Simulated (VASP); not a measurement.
# ZnSe (I-4m2) in VASP: a series of runs

ZnSe is run at these levels: PBE; tasks: single point.

All numbers are computed with VASP 6.6.1; they aren't measurements. Logs are shortened: lines on timing, memory, paths and dates and some standing lists are left out, and cuts for length are marked.

## 1. The cell of the first run

The structure is tetragonal, space group I-4m2 (No. 119). The conventional cell has a = 4.499 Å, b = 4.499 Å, c = 4.498 Å, α = 90.00°, β = 90.00°, γ = 90.00°. Within 3.3 Å of Zn (site symmetry -4m2) lie 4 Se at 2.51 Å. Se (site symmetry -4m2) has 4 Zn at 2.51 Å within 3.3 Å.

## 2. Single point, PBE

File INCAR:

```
ALGO = Normal
EDIFF = 1E-7
ENCUT = 520
GGA = PE
ISIF = 2
ISMEAR = 0
LASPH = T
LCHARG = F
LREAL = F
LWAVE = F
NBANDS = 16
NELM = 80
PREC = Accurate
SIGMA = 0.05
```

File KPOINTS:

```
k-points
0
Gamma
  10 10 10
```

File POSCAR:

```
ZnSe
1.0
    0.0000000000      3.1809930826      2.2489621094
    3.1809930826      0.0000000000      2.2489621094
    3.1809930826      3.1809930826      0.0000000000
Zn Se
1 1
Direct
    0.0000000000      0.0000000000      0.0000000000
    0.7500000000      0.7500000000      0.7500000000
```

Potentials or basis: VASP PAW PBE potentials, release 64 (Zn, Se).

Launch:

```
> cat potpaw_PBE.64/Zn/POTCAR potpaw_PBE.64/Se/POTCAR > POTCAR
> mpirun -np 1 vasp_std > vasp.out
```

OUTCAR:

```text
EDIFF = 1E-7
   ENCUT = 520
   GGA = PE
   ISIF = 2
   ISMEAR = 0
   LASPH = T
   LREAL = F
   NELM = 80
   PREC = Accurate

 ion  position               nearest neighbor table
   1  0.000  0.000  0.000-   2 2.51   2 2.51   2 2.51   2 2.51
   2  0.750  0.750  0.750-   1 2.51   1 2.51   1 2.51   1 2.51

  LATTYP: Found a body centered tetragonal cell.
 ALAT       =     4.4986035592
 C/A-ratio  =     0.9998489886

  Lattice vectors:

 A1 = (   0.0000000000,  -3.1809930826,  -2.2489621094)
 A2 = (   0.0000000000,   3.1809930826,  -2.2489621094)
 A3 = (   3.1809930826,   0.0000000000,   2.2489621094)

Analysis of symmetry for initial positions (statically):
=====================================================================
 Subroutine PRICEL returns:
 Original cell was already a primitive cell.

 Routine SETGRP: Setting up the symmetry group for a
 body centered tetragonal supercell.

 Subroutine GETGRP returns: Found  8 space group operations
 (whereof  8 operations were pure point group operations)
 out of a pool of 16 trial point group operations.

The static configuration has the point symmetry D_2d.

Analysis of symmetry for dynamics (positions and initial velocities):
=====================================================================
 Subroutine PRICEL returns:
 Original cell was already a primitive cell.

 Routine SETGRP: Setting up the symmetry group for a
 body centered tetragonal supercell.

 Subroutine GETGRP returns: Found  8 space group operations
 (whereof  8 operations were pure point group operations)
 out of a pool of 16 trial point group operations.

The dynamic configuration has the point symmetry D_2d.

 Subroutine INISYM returns: Found  8 space group operations
 (whereof  8 operations are pure point group operations),
 and found     1 'primitive' translations

----------------------------------------------------------------------------------------

                                     Primitive cell

  volume of cell :      45.5132

  direct lattice vectors                    reciprocal lattice vectors
     0.000000000  3.180993083  2.248962109    -0.157183618  0.157183618  0.222324777
     3.180993083  0.000000000  2.248962109     0.157183618 -0.157183618  0.222324777
     3.180993083  3.180993083  0.000000000     0.157183618  0.157183618 -0.222324777

  length of vectors
     3.895708865  3.895708865  4.498603559     0.314390976  0.314390976  0.314390976

  position of ions in fractional coordinates (direct lattice)
     0.000000000  0.000000000  0.000000000
     0.750000000  0.750000000  0.750000000

  ion indices of the primitive-cell ions
   primitive index   ion index
                 1           1
                 2           2

----------------------------------------------------------------------------------------

 KPOINTS: k-points

Automatic generation of k-mesh.
 Grid dimensions read from file:
 generate k-points for:   10   10   10

 Generating k-lattice:

  Cartesian coordinates                     Fractional coordinates (reciprocal lattice)
    -0.015718362  0.015718362  0.022232478     0.100000000  0.000000000  0.000000000
     0.015718362 -0.015718362  0.022232478     0.000000000  0.100000000  0.000000000
     0.015718362  0.015718362 -0.022232478    -0.000000000 -0.000000000  0.100000000

  Length of vectors
     0.031439098  0.031439098  0.031439098

  Shift w.r.t. Gamma in fractional coordinates (k-lattice)
     0.000000000  0.000000000  0.000000000

 Subroutine IBZKPT returns following result:
 ===========================================

 Found    102 irreducible k-points:

 Following reciprocal coordinates:
            Coordinates               Weight
  0.000000  0.000000  0.000000      1.000000
  0.100000 -0.000000  0.000000      8.000000
  0.200000 -0.000000  0.000000      8.000000
  0.300000 -0.000000  0.000000      8.000000
  0.400000 -0.000000  0.000000      8.000000
  0.500000 -0.000000  0.000000      4.000000
[... 16 lines left out ...]
  0.300000  0.300000  0.000000      2.000000
  0.400000  0.300000  0.000000      8.000000
 [... further k-points ...]
   k-points           NKPTS =    102   k-points in BZ     NKDIM =    102   number of bands    NBANDS=     16
   number of dos      NEDOS =    301   number of ions     NIONS =      2
   total plane-waves  NPLWV =  32400
   dimension x,y,z NGX =    30 NGY =   30 NGZ =   36
   dimension x,y,z NGXF=    60 NGYF=   60 NGZF=   72
   ions per type =               1   1
   NGX,Y,Z   is equivalent  to a cutoff of  12.80, 12.80, 13.30 a.u.
   NGXF,Y,Z  is equivalent  to a cutoff of  25.60, 25.60, 26.61 a.u.
 SYSTEM =  unknown system
   PREC   = accura    normal or accurate (medium, high low for compatibility)
   ISTART =      0    job   : 0-new  1-cont  2-samecut
   ICHARG =      2    charge: 1-file 2-atom 10-const
   ISPIN  =      1    spin polarized calculation?
   LNONCOLLINEAR =      F non collinear calculations
   LSORBIT =      F    spin-orbit coupling
   LASPH  =      T    aspherical Exc in radial PAW
   ENCUT  =  520.0 eV  38.22 Ry    6.18 a.u.   7.24  7.24  8.36*2*pi/ulx,y,z
   NELM   =     80;   NELMIN=  2; NELMDL= -5     # of ELM steps
   EDIFF  = 0.1E-06   stopping-criterion for ELM
   LREAL  =      F    real-space projection
   EDIFFG = 0.1E-05   stopping-criterion for IOM
   NSW    =      0    number of steps for IOM
   IBRION =     -1    ionic relax: 0-MD 1-quasi-New 2-CG
   NFREE  =      0    steps in history (QN), initial steepest desc. (CG)
   ISIF   =      2    stress and relaxation
   ISYM   =      2    0-nonsym 1-usesym 2-fastsym
   POTIM  = 0.5000    time-step for ionic-motion
   TEBEG  =    0.0;   TEEND  =   0.0 temperature during run
   PSTRESS=    0.0 pullay stress
   NELECT =      18.0000    total number of electrons
   NUPDOWN=      -1.0000    fix difference up-down
   EMIN   =  10.00;   EMAX   =-10.00  energy-range for DOS
   EFERMI =   0.00;   METHOD = LEGACY
   ISMEAR =     0;   SIGMA  =   0.05  broadening in eV -4-tet -1-fermi 0-gaus
   EFERMI_NEDOS =   21; number of points for ismear=-14 and -15
   IALGO  =     38    algorithm
   IMIX   =      4    mixing-type and parameters
     AMIX     =   0.40;   BMIX     =  1.00
     AMIX_MAG =   1.60;   BMIX_MAG =  1.00
  volume/ion in A,a.u.               =      22.76       153.57
  Fermi-wavevector in a.u.,A,eV,Ry     =   1.201673  2.270834 19.647073  1.444019
  Thomas-Fermi vector in A             =   2.337476
   LORBIT       =      0    0 simple, 1 ext, 2 COOP (PROOUT), +10 PAW based schemes
   GGA     = PE    functional components
   LHFCALC =     F    Hartree Fock is set to
   AEXX    =    0.0000 exact exchange contribution
   IVDW    =     0    specifies the selected vdW correction
   LEPSILON=     F    determine dielectric tensor
   LRPA    =     F    only Hartree local field effects (RPA)
 non-spin polarized calculation
 Gauss-broadening in eV      SIGMA  =   0.05
  energy-cutoff  :      520.00
  volume of cell :       45.51
 maximum number of plane-waves:      1264
 NGX is ok and might be reduce to    30

 number of electron      18.0000003 magnetization

 Free energy of the ion-electron system (eV)
  ---------------------------------------------------
  ext. energy  EPLUGINS =         0.00000000
  ---------------------------------------------------
  free energy    TOTEN  =        -5.77123052 eV

  energy without entropy =       -5.77123052  energy(sigma->0) =       -5.77123052

 E-fermi :   2.2145     XC(G=0):  -9.4313

 val. band max:        2.0127452040   @ k =   0.0000   0.0000   0.0000
 cond. band min:       2.4719696732   @ k =   0.0000   0.0000   0.0000
 fundamental gap:      0.4592244691
 Fermi energy:         2.2144995029

 k-point     1 :       0.0000    0.0000    0.0000
  band No.  band energies     occupation
      1     -11.4620      2.00000
      2      -4.8596      2.00000
      3      -4.8596      2.00000
      4      -4.7742      2.00000
      5      -4.6058      2.00000
      6      -4.5790      2.00000
[... 8 lines left out ...]
     15      11.4748      0.00000
     16      12.8506      0.00000

 k-point     2 :       0.1000   -0.0000    0.0000
  band No.  band energies     occupation
      1     -11.3919      2.00000
      2      -4.8606      2.00000
      3      -4.8568      2.00000
      4      -4.7695      2.00000
      5      -4.6015      2.00000
      6      -4.5786      2.00000
[... 8 lines left out ...]
     15      11.4981      0.00000
     16      12.8869      0.00000

 k-point     3 :       0.2000   -0.0000    0.0000
  band No.  band energies     occupation
      1     -11.1988      2.00000
      2      -4.8608      2.00000
      3      -4.8529      2.00000
      4      -4.7486      2.00000
      5      -4.5854      2.00000
      6      -4.5764      2.00000
[... 8 lines left out ...]
     15      11.3964      0.00000
     16      14.1659      0.00000

 k-point     4 :       0.3000   -0.0000    0.0000
  band No.  band energies     occupation
      1     -10.9382      2.00000
      2      -4.8549      2.00000
      3      -4.8378      2.00000
      4      -4.7106      2.00000
      5      -4.5673      2.00000
      6      -4.5562      2.00000
[... 8 lines left out ...]
     15      12.6949      0.00000
     16      14.8852      0.00000
[... 324 lines left out ...]
 k-point    22 :      -0.2000    0.2000    0.0000
  band No.  band energies     occupation
      1     -10.9412      2.00000
      2      -4.8195      2.00000
      3      -4.7956      2.00000
      4      -4.7083      2.00000
      5      -4.6107      2.00000
      6      -4.5839      2.00000
[... 8 lines left out ...]
     15      12.1135      0.00000
     16      12.5212      0.00000

 k-point    23 :       0.3000    0.3000    0.0000
  band No.  band energies     occupation
      1     -10.5810      2.00000
      2      -4.8513      2.00000
      3      -4.7855      2.00000
      4      -4.7855      2.00000
      5      -4.5265      2.00000
      6      -4.4663      2.00000
[... 8 lines left out ...]
     15      12.5990      0.00000
     16      17.3642      0.00000

 k-point    24 :       0.4000    0.3000    0.0000
  band No.  band energies     occupation
      1     -10.4110      2.00000
      2      -4.8441      2.00000
      3      -4.7594      2.00000
      4      -4.7458      2.00000
      5      -4.5096      2.00000
      6      -4.3863      2.00000
[... 8 lines left out ...]
     15      13.8823      0.00000
     16      17.3580      0.00000

 [... further k-points ...]

------------------------ aborting loop because EDIFF is reached ----------------------------------------

  FORCE on cell =-STRESS in cart. coord.  units (eV):
  Direction    XX          YY          ZZ          XY          YZ          ZX
  --------------------------------------------------------------------------------------
  -------------------------------------------------------------------------------------
  Total       -0.6943697     -0.6943697      1.1602394      0.0000000      0.0000000      0.0000000
  in kB      -24.4435191    -24.4435191     40.8432811      0.0000000      0.0000000      0.0000000
  external PRESSURE =      -2.6812523 kB  Pullay stress =       0.0000000 kB

 VOLUME and BASIS-vectors are now :
 -----------------------------------------------------------------------------
  energy-cutoff  :      520.00
  volume of cell :       45.51
      direct lattice vectors                 reciprocal lattice vectors
     0.000000000  3.180993083  2.248962109    -0.157183618  0.157183618  0.222324777
     3.180993083  0.000000000  2.248962109     0.157183618 -0.157183618  0.222324777
     3.180993083  3.180993083  0.000000000     0.157183618  0.157183618 -0.222324777

 POSITION                                       TOTAL-FORCE (eV/Angst)
 -----------------------------------------------------------------------------------
      0.00000      0.00000      0.00000        -0.000000     -0.000000     -0.000000
      4.77149      4.77149      3.37344         0.000000      0.000000      0.000000
 -----------------------------------------------------------------------------------
    total drift:                                0.000003      0.000003      0.000004

  FREE ENERGIE OF THE ION-ELECTRON SYSTEM (eV)
  ---------------------------------------------------
  free  energy   TOTEN  =        -5.7712305225 eV

  energy  without entropy=       -5.7712305225  energy(sigma->0) =       -5.77123052
```

Wall time 2 min (1 thread of Intel Xeon 8259CL, shared host); peak memory 0.23 GiB.

What came out:

| Quantity | Value |
| --- | --- |
| Free energy | -5.7712 eV |
| Pressure | -0.3 GPa |
| Band gap on the k mesh | 0.46 eV |

Levels at points of the mesh, in eV from the valence-band top:
```tsv
k point	band 5	band 6	band 7	band 8	band 9	band 10	band 11	band 12	band 13	band 14
(0.00, 0.00, 0.00)	-6.62	-6.59	-0.76	-0.76	0.00	0.46	6.03	6.26	6.26	8.36
(0.50, 0.00, 0.00)	-6.53	-6.48	-5.28	-1.93	-0.75	1.35	4.90	7.33	8.69	10.34
(0.50, 0.50, 0.00)	-6.50	-6.21	-3.57	-3.50	-3.50	0.99	2.34	10.55	10.55	11.65
(0.50, 0.00, 0.50)	-6.60	-6.55	-5.52	-1.79	-1.33	3.26	4.51	8.30	8.46	9.06
```

Caveat: the stress differs along the axes, from -2 to 4 GPa; semilocal functionals underestimate gaps, and a narrow one can read as zero.

## 3. Single point, PBE

This run uses another cell than the first one, of the same volume but with other edges.

File INCAR:

```
PREC = Accurate ; ENCUT = 520
EDIFF = 1E-6 ; ISMEAR = 0
SIGMA = 0.05 ; LREAL = F
LASPH = T ; NELM = 100
ALGO = Normal ; ISIF = 2
LWAVE = F ; LCHARG = F
GGA = PE ; NBANDS = 16
```

File KPOINTS:

```
Automatic mesh
0
Gamma
  10 10 10
```

File POSCAR:

```
ZnSe
1.0
    0.0000000000      2.5247558828      3.5700048183
    2.5247558828      0.0000000000      3.5700048183
    2.5247558828      2.5247558828      0.0000000000
Zn Se
1 1
Direct
    0.0000000000      0.0000000000      0.0000000000
    0.7500000000      0.7500000000      0.7500000000
```

Potentials or basis: VASP PAW PBE potentials, release 64 (Zn, Se).

Launch:

```
> cat potpaw_PBE.64/Zn/POTCAR potpaw_PBE.64/Se/POTCAR > POTCAR
> mpirun -np 1 vasp_std > vasp.out
```

OUTCAR:

```text
PREC = Accurate
   ENCUT = 520
   EDIFF = 1E-6
   ISMEAR = 0
   LREAL = F
   LASPH = T
   NELM = 100
   ISIF = 2
   GGA = PE

 ion  position               nearest neighbor table
   1  0.000  0.000  0.000-   2 2.52   2 2.52   2 2.52   2 2.52
   2  0.750  0.750  0.750-   1 2.52   1 2.52   1 2.52   1 2.52

  LATTYP: Found a body centered tetragonal cell.
 ALAT       =     3.5705440111
 C/A-ratio  =     1.9996979772

  Lattice vectors:

[... 641 lines left out ...]

 [... further k-points ...]

------------------------ aborting loop because EDIFF is reached ----------------------------------------

  FORCE on cell =-STRESS in cart. coord.  units (eV):
  Direction    XX          YY          ZZ          XY          YZ          ZX
  --------------------------------------------------------------------------------------
  -------------------------------------------------------------------------------------
  Total        2.1504409      2.1504409     -3.5444974      0.0000000     -0.0000000      0.0000000
  in kB       75.7008054     75.7008054   -124.7750224      0.0000000     -0.0000000      0.0000000
  external PRESSURE =       8.8755295 kB  Pullay stress =       0.0000000 kB

 VOLUME and BASIS-vectors are now :
 -----------------------------------------------------------------------------
  energy-cutoff  :      520.00
  volume of cell :       45.51
      direct lattice vectors                 reciprocal lattice vectors
     0.000000000  2.524755883  3.570004818    -0.198038948  0.198038948  0.140055833
     2.524755883  0.000000000  3.570004818     0.198038948 -0.198038948  0.140055833
     2.524755883  2.524755883  0.000000000     0.198038948  0.198038948 -0.140055833

 POSITION                                       TOTAL-FORCE (eV/Angst)
 -----------------------------------------------------------------------------------
      0.00000      0.00000      0.00000        -0.000000     -0.000000      0.000000
      3.78713      3.78713      5.35501         0.000000      0.000000      0.000000
 -----------------------------------------------------------------------------------
    total drift:                                0.000005      0.000005     -0.000008

  FREE ENERGIE OF THE ION-ELECTRON SYSTEM (eV)
  ---------------------------------------------------
  free  energy   TOTEN  =        -5.4506756271 eV

  energy  without entropy=       -5.4505414143  energy(sigma->0) =       -5.45060852
```

OSZICAR:

```text
N       E                     dE             d eps       ncg     rms          rms(c)
DAV:   1     0.860978515222E+02    0.86098E+02   -0.87601E+03  3264   0.128E+03
DAV:   2    -0.512272794243E+00   -0.86610E+02   -0.81054E+02  3728   0.249E+02
DAV:   3    -0.582515590426E+01   -0.53129E+01   -0.52936E+01  4016   0.602E+01
DAV:   4    -0.586616193447E+01   -0.41006E-01   -0.41003E-01  3936   0.570E+00
DAV:   5    -0.586635226016E+01   -0.19033E-03   -0.19032E-03  4136   0.349E-01    0.445E+00
DAV:   6    -0.548215181177E+01    0.38420E+00   -0.69820E-01  4648   0.246E+01    0.344E+00
DAV:   7    -0.545221561944E+01    0.29936E-01   -0.19717E-01  3832   0.387E+00    0.148E+00
DAV:   8    -0.545062696330E+01    0.15887E-02   -0.65735E-03  3976   0.753E-01    0.493E-01
DAV:   9    -0.545059757496E+01    0.29388E-04   -0.15281E-03  3768   0.311E-01    0.684E-02
DAV:  10    -0.545066323673E+01   -0.65662E-04   -0.12912E-04  3920   0.112E-01    0.179E-02
DAV:  11    -0.545067524886E+01   -0.12012E-04   -0.18016E-05  3648   0.322E-02    0.373E-03
DAV:  12    -0.545067562708E+01   -0.37822E-06   -0.87966E-07  3256   0.920E-03
   1 F= -.54506756E+01 E0= -.54506085E+01  d E =-.134213E-03
```

stdout:

```text
POSCAR found type information on POSCAR ZnSe
 POSCAR found :  2 types and       2 ions
 scaLAPACK will be used
 LDA part: xc-table for (Slater+PW92), standard interpolation
 POSCAR, INCAR and KPOINTS ok, starting setup
 FFT: planning ... GRIDC
 FFT: planning ... GRID_SOFT
 FFT: planning ... GRID
 WAVECAR not read
 entering main loop
```

Run time: 1.8 min. Hardware: 1 thread of Intel Xeon 8259CL, shared host; peak memory 0.23 GiB.

What came out:

```yaml
Free_energy: -5.4507 eV
Pressure: 0.9 GPa
Band_gap_on_the_k_mesh: zero (bands 9 and 10 overlap by 0.05 eV)
```

Caveat: the stress differs along the axes, from -12 to 8 GPa; semilocal functionals underestimate gaps, and a narrow one can read as zero.

## 4. Single point, PBE

This run uses another cell than the first one, of the same volume but with other edges.

File INCAR:

```
SYSTEM = ZnSe
  PREC = Accurate
  ENCUT = 520
  EDIFF = 1E-6
  ISMEAR = 0
  SIGMA = 0.05
  LREAL = .False.
  LASPH = .True.
  NELM = 60
  ALGO = Normal
  ISIF = 2
  LWAVE = .False.
  LCHARG = .True.
  GGA = PE
  LELF = .True.
  LVHAR = .True.
  NBANDS = 16
```

File KPOINTS:

```
Automatic mesh
0
Gamma
  10 10 10
  0 0 0
```

File POSCAR:

```
ZnSe
1.0
    0.0000000000      2.9915496886      2.5428172353
    2.9915496886      0.0000000000      2.5428172353
    2.9915496886      2.9915496886      0.0000000000
Zn Se
1 1
Direct
    0.0000000000      0.0000000000      0.0000000000
    0.7500000000      0.7500000000      0.7500000000
```

Launch:

```
> cat potpaw_PBE.64/Zn/POTCAR potpaw_PBE.64/Se/POTCAR > POTCAR
> mpirun -np 1 vasp_std > vasp.out
```

It took 2.1 min on 1 thread of Intel Xeon 8259CL, shared host; peak memory 0.23 GiB.

It converged, with:

```yaml
Free_energy: -5.9535 eV
Pressure: 1.7 GPa
Band_gap_on_the_k_mesh: 0.93 eV
```

Stress tensor (GPa, compression positive):
```
0.43 0.00 0.00
0.00 0.43 0.00
0.00 0.00 4.34
```

Levels at points of the mesh, in eV from the valence-band top:
```csv
k point,band 6,band 7,band 8,band 9,band 10,band 11,band 12,band 13
"(0.00, 0.00, 0.00)",-6.43,-0.43,-0.43,0.00,0.93,5.66,5.74,5.74
"(0.50, 0.00, 0.00)",-6.29,-5.40,-1.52,-0.73,2.03,5.55,7.08,8.49
"(0.50, 0.50, 0.00)",-6.14,-4.33,-2.95,-2.95,2.20,2.39,10.85,10.85
"(0.50, 0.00, 0.50)",-6.33,-5.25,-2.20,-1.92,3.00,3.79,9.70,9.78
```

[end of part 1 of 2]

The gap in the log of VASP goes by the Fermi energy; the results here count the filled bands.